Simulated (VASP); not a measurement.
Write the native input for VASP 6.6.1 that does the following.

```yaml
Task: relaxation of shape and atoms at fixed volume
Functional: r2SCAN
Potentials_or_basis: VASP PAW PBE potentials, release 64 (In_d)
Cutoff: 600 eV
k_mesh: 18 × 18 × 18
Occupations: gaussian, width 0.1 eV
Spin: no spin polarisation
Dipole_correction: no
Further_INCAR_settings: ALGO = Normal; EDIFF = 1e-06; IBRION = 2; EDIFFG = -0.01; NSW = 50; ISIF = 4
```

The system is In.

```
CELL_PARAMETERS angstrom
-1.59389 1.59389 2.50119
1.59389 -1.59389 2.50119
1.59389 1.59389 -2.50119
ATOMIC_POSITIONS crystal
In 0.00000 0.00000 0.00000
```

The input as run:

POSCAR

```
In
1.0
   -1.5938875350      1.5938875350      2.5011893387
    1.5938875350     -1.5938875350      2.5011893387
    1.5938875350      1.5938875350     -2.5011893387
In
1
Direct
    0.0000000000      0.0000000000      0.0000000000
```

INCAR.step1

```
ALGO     = Normal         # electronic algorithm
EDIFF    = 1E-4           # SCF threshold, eV
ENCUT    = 600            # plane-wave cutoff, eV
GGA      = PE             # functional
ISMEAR   = 0              # smearing method
LASPH    = True           # aspherical terms in the spheres
LCHARG   = False          # write CHGCAR
LREAL    = False          # projectors in reciprocal space
LWAVE    = True           # write WAVECAR
NELM     = 100            # most SCF steps
PREC     = Accurate       # precision mode
SIGMA    = 0.1            # smearing width, eV
```

INCAR.step2

```
ALGO     = Normal         # electronic algorithm
EDIFF    = 1E-6           # SCF threshold, eV
EDIFFG   = -0.01          # ionic threshold
ENCUT    = 600            # plane-wave cutoff, eV
IBRION   = 2              # ionic algorithm
ISIF     = 4              # what is computed and relaxed
ISMEAR   = 0              # smearing method
ISTART   = 1            
LASPH    = True           # aspherical terms in the spheres
LCHARG   = False          # write CHGCAR
LMIXTAU  = True         
LREAL    = False          # projectors in reciprocal space
LWAVE    = False          # write WAVECAR
METAGGA  = R2SCAN         # meta-GGA
NELM     = 100            # most SCF steps
NSW      = 50             # ionic steps
PREC     = Accurate       # precision mode
SIGMA    = 0.1            # smearing width, eV
```

KPOINTS

```
k-points
0
Gamma
  18 18 18
```

Potentials or basis: VASP PAW PBE potentials, release 64 (In_d).

The run is started by

```bash
$ cat potpaw_PBE.64/In_d/POTCAR > POTCAR
$ cp INCAR.step1 INCAR
$ mpirun -np 1 vasp_std > vasp.out
$ cp INCAR.step2 INCAR
$ mpirun -np 1 vasp_std > vasp.out
```

It gave:

```yaml
Energy_gained_by_relaxing: 0.0 meV/atom
Ionic_steps: 2
Pressure_after_relaxing: 1.5 GPa
Band_gap_on_the_k_mesh: zero (an odd number of electrons rules out a gap without spin polarisation)
```

Caveat: the PAW data sets were made with another functional, which shifts forces and pressure a little; spin-orbit coupling is left out, which moves the levels of the heavy elements.

Wall time 28 min on 1 thread of Oxide Virtual Turin-like Processor, on a shared host, peak memory 0.26 GiB.
